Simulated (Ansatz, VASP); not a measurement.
## One calculation of NaLiCl2, two programs

```
CELL_PARAMETERS angstrom
1.91033 1.10293 6.30950
-1.91033 1.10293 6.30950
0.00000 -2.20586 6.30950
ATOMIC_POSITIONS crystal
Li 0.00000 0.00000 0.00000
Na 0.50000 0.50000 0.50000
Cl 0.25669 0.25669 0.25669
Cl 0.74331 0.74331 0.74331
```

Alike in both runs: task single point; functional r2SCAN; k mesh 6 × 6 × 6; no spin polarisation.

|  | VASP | Ansatz |
| --- | --- | --- |
| version | VASP 6.6.1 | Ansatz 0.2.0 |
| potentials or method | VASP PAW PBE potentials, release 64 (Li_sv, Na_pv, Cl) | plane waves, PAW |
| plane-wave cutoff (eV) | 520 | 500 |
| occupations | gaussian, width 0.01 eV | fixed |
| valence electrons in the cell | 24 | 26 |

VASP gave:

```
gap on the k mesh at the Fermi level (eV) : 6.33
rms of the force components (eV/Å)        : 0.001
```

Estimate Ansatz's values.

gap on the k mesh at the Fermi level (eV): 6.28; rms of the force components (eV/Å): 0.004.

VASP's potentials were made for PBE, not for r2SCAN. Atom by atom the forces differ by 0.002 eV/Å (rms over components). VASP's potentials hold 24 valence electrons a cell and Ansatz's 26, so a difference there can come from the potentials and not from the codes.

Noted on VASP's run: the cutoff is short for stress, so the pressure is rough.
